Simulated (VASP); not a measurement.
# BeS (I-4m2) in VASP: single point with HSE06

Aim: the single point of BeS with HSE06.

Program: VASP 6.6.1. These are calculated values, not measurements. Logs are shortened: lines on timing, memory, paths and dates and some standing lists are left out, and cuts for length are marked.

### Step 1. The cell of the first run

It takes space group I-4m2 (No. 119, tetragonal). Conventional cell: a = 3.443 Å, b = 3.443 Å, c = 4.686 Å, α = 90.00°, β = 90.00°, γ = 90.00°. Within 2.8 Å of Be (site symmetry -4m2) lie 4 S at 2.08 Å. Within 2.8 Å of S (site symmetry -4m2) lie 4 Be at 2.08 Å.

### Step 2. Single point, HSE06 (uniaxial z strain -3.8%)

Contents of POSCAR:

```
BeS
1.0
    0.0000000000      2.4343062304      2.3430197467
    2.4343062304      0.0000000000      2.3430197467
    2.4343062304      2.4343062304      0.0000000000
Be S
1 1
Direct
    0.0000000000      0.0000000000      0.0000000000
    0.2500000000      0.2500000000      0.2500000000
```

Contents of INCAR.step1:

```
  PREC = Accurate
  ENCUT = 520
  EDIFF = 1E-5
  ISMEAR = 0
  SIGMA = 0.01
  LREAL = False
  LASPH = True
  NELM = 100
  ALGO = Normal
  ISIF = 2
  LWAVE = True
  GGA = PE
  NBANDS = 11
```

Contents of INCAR.step2:

```
  PREC = Accurate
  ENCUT = 520
  EDIFF = 1E-6
  ISMEAR = 0
  SIGMA = 0.01
  LREAL = False
  LASPH = True
  NELM = 100
  ALGO = Normal
  ISIF = 2
  LWAVE = False
  LCHARG = True
  GGA = PE
  LHFCALC = True
  HFSCREEN = 0.2079
  PRECFOCK = Normal
  LELF = True
  LVHAR = True
  ISTART = 1
  NBANDS = 11
```

Contents of KPOINTS:

```
Automatic mesh
0
Gamma
  6 6 6
```

Potentials or basis: VASP PAW PBE potentials, release 64 (Be, S).

Run with:

```
cat potpaw_PBE.64/Be/POTCAR potpaw_PBE.64/S/POTCAR > POTCAR
cp INCAR.step1 INCAR
mpirun -np 1 vasp_std > vasp.out
cp INCAR.step2 INCAR
mpirun -np 1 vasp_std > vasp.out
```

OUTCAR:

```text
PREC = Accurate
   ENCUT = 520
   EDIFF = 1E-6
   ISMEAR = 0
   LREAL = False
   LASPH = True
   NELM = 100
   ISIF = 2
   GGA = PE
   LHFCALC = True
   HFSCREEN = 0.2079
   PRECFOCK = Normal
   ISTART = 1

 ion  position               nearest neighbor table
   1  0.000  0.000  0.000-   2 2.08   2 2.08   2 2.08   2 2.08
   2  0.250  0.250  0.250-   1 2.08   1 2.08   1 2.08   1 2.08

  LATTYP: Found a body centered tetragonal cell.
 ALAT       =     3.4426288860
 C/A-ratio  =     1.3611805537

  Lattice vectors:

 A1 = (   0.0000000000,  -2.4343062304,  -2.3430197467)
 A2 = (   0.0000000000,   2.4343062304,  -2.3430197467)
 A3 = (   2.4343062304,   0.0000000000,   2.3430197467)

Analysis of symmetry for initial positions (statically):
=====================================================================
 Subroutine PRICEL returns:
 Original cell was already a primitive cell.

 Routine SETGRP: Setting up the symmetry group for a
 body centered tetragonal supercell.

 Subroutine GETGRP returns: Found  8 space group operations
 (whereof  8 operations were pure point group operations)
 out of a pool of 16 trial point group operations.

The static configuration has the point symmetry D_2d.

Analysis of symmetry for dynamics (positions and initial velocities):
=====================================================================
 Subroutine PRICEL returns:
 Original cell was already a primitive cell.

 Routine SETGRP: Setting up the symmetry group for a
 body centered tetragonal supercell.

 Subroutine GETGRP returns: Found  8 space group operations
 (whereof  8 operations were pure point group operations)
 out of a pool of 16 trial point group operations.

The dynamic configuration has the point symmetry D_2d.

 Subroutine INISYM returns: Found  8 space group operations
 (whereof  8 operations are pure point group operations),
 and found     1 'primitive' translations

----------------------------------------------------------------------------------------

                                     Primitive cell

  volume of cell :      27.7688

  direct lattice vectors                    reciprocal lattice vectors
     0.000000000  2.434306230  2.343019747    -0.205397330  0.205397330  0.213399823
     2.434306230  0.000000000  2.343019747     0.205397330 -0.205397330  0.213399823
     2.434306230  2.434306230  0.000000000     0.205397330  0.205397330 -0.213399823

  length of vectors
     3.378696251  3.378696251  3.442628886     0.360438082  0.360438082  0.360438082

  position of ions in fractional coordinates (direct lattice)
     0.000000000  0.000000000  0.000000000
     0.250000000  0.250000000  0.250000000

  ion indices of the primitive-cell ions
   primitive index   ion index
                 1           1
                 2           2

----------------------------------------------------------------------------------------

 KPOINTS: Automatic mesh

Automatic generation of k-mesh.
 Grid dimensions read from file:
 generate k-points for:    6    6    6

 Generating k-lattice:

  Cartesian coordinates                     Fractional coordinates (reciprocal lattice)
    -0.034232888  0.034232888  0.035566637     0.166666667  0.000000000  0.000000000
     0.034232888 -0.034232888  0.035566637     0.000000000  0.166666667  0.000000000
     0.034232888  0.034232888 -0.035566637    -0.000000000 -0.000000000  0.166666667

  Length of vectors
     0.060073014  0.060073014  0.060073014

  Shift w.r.t. Gamma in fractional coordinates (k-lattice)
     0.000000000  0.000000000  0.000000000

 Subroutine IBZKPT returns following result:
 ===========================================

 Found     30 irreducible k-points:

 Following reciprocal coordinates:
            Coordinates               Weight
  0.000000  0.000000  0.000000      1.000000
  0.166667 -0.000000  0.000000      8.000000
  0.333333  0.000000  0.000000      8.000000
  0.500000 -0.000000  0.000000      4.000000
  0.166667  0.166667  0.000000      2.000000
  0.333333  0.166667  0.000000      8.000000
[... 16 lines left out ...]
  0.333333  0.000000  0.333333      4.000000
  0.500000  0.000000  0.333333     16.000000
 [... further k-points ...]
   k-points           NKPTS =     30   k-points in BZ     NKDIM =    216   number of bands    NBANDS=     11
   number of dos      NEDOS =    301   number of ions     NIONS =      2
   total plane-waves  NPLWV =  21952
   dimension x,y,z NGX =    28 NGY =   28 NGZ =   28
   dimension x,y,z NGXF=    56 NGYF=   56 NGZF=   56
   ions per type =               1   1
   NGX,Y,Z   is equivalent  to a cutoff of  13.78, 13.78, 13.52 a.u.
   NGXF,Y,Z  is equivalent  to a cutoff of  27.55, 27.55, 27.04 a.u.
 SYSTEM =  unknown system
   PREC   = accura    normal or accurate (medium, high low for compatibility)
   ISTART =      1    job   : 0-new  1-cont  2-samecut
   ICHARG =      0    charge: 1-file 2-atom 10-const
   ISPIN  =      1    spin polarized calculation?
   LNONCOLLINEAR =      F non collinear calculations
   LSORBIT =      F    spin-orbit coupling
   LASPH  =      T    aspherical Exc in radial PAW
   ENCUT  =  520.0 eV  38.22 Ry    6.18 a.u.   6.28  6.28  6.40*2*pi/ulx,y,z
   NELM   =    100;   NELMIN=  2; NELMDL=  0     # of ELM steps
   EDIFF  = 0.1E-05   stopping-criterion for ELM
   LREAL  =      F    real-space projection
   EDIFFG = 0.1E-04   stopping-criterion for IOM
   NSW    =      0    number of steps for IOM
   IBRION =     -1    ionic relax: 0-MD 1-quasi-New 2-CG
   NFREE  =      0    steps in history (QN), initial steepest desc. (CG)
   ISIF   =      2    stress and relaxation
   ISYM   =      3    0-nonsym 1-usesym 2-fastsym
   POTIM  = 0.5000    time-step for ionic-motion
   TEBEG  =    0.0;   TEEND  =   0.0 temperature during run
   PSTRESS=    0.0 pullay stress
   NELECT =       8.0000    total number of electrons
   NUPDOWN=      -1.0000    fix difference up-down
   EMIN   =  10.00;   EMAX   =-10.00  energy-range for DOS
   EFERMI =   0.00;   METHOD = LEGACY
   ISMEAR =     0;   SIGMA  =   0.01  broadening in eV -4-tet -1-fermi 0-gaus
   EFERMI_NEDOS =   21; number of points for ismear=-14 and -15
   IALGO  =     38    algorithm
   IMIX   =      1    mixing-type and parameters
     AMIX     =   0.40;   BMIX     =  1.00
     AMIX_MAG =   1.60;   BMIX_MAG =  1.00
  volume/ion in A,a.u.               =      13.88        93.70
  Fermi-wavevector in a.u.,A,eV,Ry     =   1.081233  2.043234 15.906098  1.169065
  Thomas-Fermi vector in A             =   2.217244
   LORBIT       =      0    0 simple, 1 ext, 2 COOP (PROOUT), +10 PAW based schemes
   GGA     = PE    functional components
   LHFCALC =     T    Hartree Fock is set to
   PRECFOCK=normal    Normal, Fast or Accurate (Low or Medium for compatibility)
   ENCUT4O =  -1.0   cutoff for four orbital integrals eV
   NKREDX  =     1    reduce k-point grid by
   NKREDY  =     1    reduce k-point grid by
   NKREDZ  =     1    reduce k-point grid by
   AEXX    =    0.2500 exact exchange contribution
   HFSCREEN=    0.2079 screening length (either q_TF or 0.3 A-1)
   HFSCREENC=   0.2079 screening length for correlation (either q_TF or 0.3 A-1)
   ENCUTFOCK=  -1.0 apply spherical cutoff to Coloumb kernel
   IVDW    =     0    specifies the selected vdW correction
   LEPSILON=     F    determine dielectric tensor
   LRPA    =     F    only Hartree local field effects (RPA)
 non-spin polarized calculation
 Gauss-broadening in eV      SIGMA  =   0.01
  energy-cutoff  :      520.00
  volume of cell :       27.77
 maximum number of plane-waves:       764
 NGX is ok and might be reduce to    28
  NGX = 20; NGY = 20; NGZ = 20

 number of electron       8.0000000 magnetization

 Free energy of the ion-electron system (eV)
  ---------------------------------------------------
  ext. energy  EPLUGINS =         0.00000000
  ---------------------------------------------------
  free energy    TOTEN  =       -11.37305405 eV

  energy without entropy =      -11.37305405  energy(sigma->0) =      -11.37305405

 E-fermi :   4.0611     XC(G=0):  -8.1761

 val. band max:        3.9381864689   @ k =   0.0000   0.0000   0.0000
 cond. band min:       7.5878097400   @ k =   0.5000   0.5000   0.0000
 fundamental gap:      3.6496232711
 Fermi energy:         4.0610893690

 k-point     1 :       0.0000    0.0000    0.0000
  band No.  band energies     occupation
      1     -11.4791      2.00000
      2       3.7376      2.00000
      3       3.7376      2.00000
      4       3.9382      2.00000
      5      10.6381      0.00000
      6      10.6830      0.00000
      7      10.6830      0.00000
      8      11.1014      0.00000
      9      17.6870      0.00000
     10      18.5334      0.00000
     11      20.3021      0.00000

 k-point     2 :       0.1667   -0.0000    0.0000
  band No.  band energies     occupation
      1     -11.1237      2.00000
      2       1.7154      2.00000
      3       3.3381      2.00000
      4       3.5482      2.00000
      5      10.5959      0.00000
      6      11.2759      0.00000
      7      11.3160      0.00000
      8      13.1866      0.00000
      9      16.8392      0.00000
     10      17.3607      0.00000
     11      19.9093      0.00000

 k-point     3 :       0.3333    0.0000    0.0000
  band No.  band energies     occupation
      1     -10.2298      2.00000
      2      -1.3244      2.00000
      3       2.7126      2.00000
      4       3.0364      2.00000
      5      10.4876      0.00000
      6      11.5586      0.00000
      7      11.9152      0.00000
      8      15.8049      0.00000
      9      17.9025      0.00000
     10      18.0124      0.00000
     11      19.7252      0.00000
[... 267 lines left out ...]
 k-point    23 :       0.3333    0.0000    0.3333
  band No.  band energies     occupation
      1      -9.8575      2.00000
      2      -0.6084      2.00000
      3       1.4257      2.00000
      4       1.5103      2.00000
      5       8.6849      0.00000
      6      10.5740      0.00000
      7      15.4147      0.00000
      8      16.1817      0.00000
      9      18.4662      0.00000
     10      20.6129      0.00000
     11      23.3074      0.00000

 k-point    24 :       0.5000    0.0000    0.3333
  band No.  band energies     occupation
      1      -9.2258      2.00000
      2      -1.5506      2.00000
      3       0.2342      2.00000
      4       1.3008      2.00000
      5       8.9561      0.00000
      6      11.3128      0.00000
      7      15.8930      0.00000
      8      16.6740      0.00000
      9      19.7523      0.00000
     10      20.9185      0.00000
     11      22.2459      0.00000

 [... further k-points ...]
[... 5 lines left out ...]
  --------------------------------------------------------------------------------------
  -------------------------------------------------------------------------------------
  Total        0.2738630      0.2738630      0.9210915      0.0000000      0.0000000      0.0000000
  in kB       15.8011073     15.8011073     53.1443343      0.0000000      0.0000000      0.0000000
  external PRESSURE =      28.2488496 kB  Pullay stress =       0.0000000 kB

 VOLUME and BASIS-vectors are now :
 -----------------------------------------------------------------------------
  energy-cutoff  :      520.00
  volume of cell :       27.77
      direct lattice vectors                 reciprocal lattice vectors
     0.000000000  2.434306230  2.343019747    -0.205397330  0.205397330  0.213399823
     2.434306230  0.000000000  2.343019747     0.205397330 -0.205397330  0.213399823
     2.434306230  2.434306230  0.000000000     0.205397330  0.205397330 -0.213399823

 POSITION                                       TOTAL-FORCE (eV/Angst)
 -----------------------------------------------------------------------------------
      0.00000      0.00000      0.00000         0.000000      0.000000      0.000000
      1.21715      1.21715      1.17151        -0.000000     -0.000000     -0.000000
 -----------------------------------------------------------------------------------
    total drift:                                0.000000      0.000000      0.000000

  FREE ENERGIE OF THE ION-ELECTRON SYSTEM (eV)
  ---------------------------------------------------
  free  energy   TOTEN  =       -11.3730540495 eV

  energy  without entropy=      -11.3730540495  energy(sigma->0) =      -11.37305405
```

It took 13 min on 1 thread of Intel Xeon Platinum 8259CL at 2.50GHz (Skylake/Cascade Lake), shared host; peak memory 0.26 GiB.

What came out:

| Property | Result |
| --- | --- |
| Free energy | -11.3731 eV |
| Pressure | 2.8 GPa |
| Band gap on the k mesh | 3.65 eV (least direct gap 6.70 eV) |

Caveat: the cell differs from its parent crystal (uniaxial z strain -3.8%); the PAW data sets were made with another functional, which shifts forces and pressure a little. A k mesh can miss the band edges.
